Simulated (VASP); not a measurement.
Runs of VASP 6.6.1 on PbS. The structure is that of space group P6_3/mmc (No. 194), or close to it. The cells are those of the table. 

| level | cell | gap on the mesh (eV) | pressure (GPa) |
| --- | --- | --- | --- |
| r2SCAN | a = 4.997, b = 4.997, c = 5.997 Å, angles 90.0, 90.0, 120.0°, 4 atoms | 1.73 | 0.0 |
| r2SCAN | a = 4.947, b = 4.947, c = 5.936 Å, angles 90.0, 90.0, 120.0°, 4 atoms | 1.68 | (a) |
| PBE | a = 5.026, b = 5.026, c = 6.038 Å, angles 90.0, 90.0, 120.0°, 4 atoms | 1.45 | -0.1 |
| PBE | a = 5.124, b = 5.124, c = 6.157 Å, angles 90.0, 90.0, 120.0°, 4 atoms | 1.50 | -2.2 |
| r2SCAN | a = 4.895, b = 4.895, c = 5.875 Å, angles 90.0, 90.0, 120.0°, 4 atoms | 1.62 | (d) |
| PBE | a = 4.923, b = 4.923, c = 5.915 Å, angles 90.0, 90.0, 120.0°, 4 atoms | 1.36 | 2.8 |
| PBE | a = 5.076, b = 5.076, c = 6.098 Å, angles 90.0, 90.0, 120.0°, 4 atoms | (b) | -1.2 |
| r2SCAN | a = 5.047, b = 5.047, c = 6.056 Å, angles 90.0, 90.0, 120.0°, 4 atoms | (c) | -1.3 |

Alike in all rows: task single point; potentials or basis VASP PAW PBE potentials, release 64 (Pb_d, S); no spin polarisation; k mesh 6 × 6 × 4; cutoff (eV) 520; smearing gaussian 0.01 eV.

Q: Estimate the missing entries.

A: (a) 1.4; (b) 1.48; (c) 1.77; (d) 3.1.

Caveats: spin-orbit coupling is left out, which moves the levels of the heavy elements; the PAW data sets were made with another functional, which shifts forces and pressure a little (at least some runs); the cell stands under pressure (at least some runs).

A k mesh can miss the band edges, and the runs leave out spin-orbit coupling on Pb.
